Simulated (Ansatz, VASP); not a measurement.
## One calculation of Rb, two programs

```
CELL_PARAMETERS angstrom
4.70588 -0.03870 0.00000
-1.92431 4.29463 0.00000
-1.39079 -2.12796 3.96034
ATOMIC_POSITIONS crystal
Rb 0.00000 0.00000 0.00000
```

Alike in both runs: functional BLYP; dispersion D3(BJ); k mesh 5 × 5 × 5; no spin polarisation.

Ansatz relaxed the structure, and its values are those at the end. VASP's run is a single point on that final structure, the one shown.

|  | VASP | Ansatz |
| --- | --- | --- |
| version | VASP 6.6.1 | Ansatz 0.2.0 |
| potentials or method | VASP PAW PBE potentials, release 64 (Rb_sv), cutoff 520 eV | plane waves, PAW |
| occupations | gaussian, width 0.1 eV | gaussian |
| valence electrons in the cell | 9 | 9 |

```tsv
	VASP	Ansatz	Ansatz less VASP
pressure (GPa)	0.0	0.0	-0.01
```

VASP's potentials were made for PBE, not for BLYP. Ansatz's warnings: stress scf threshold loose.
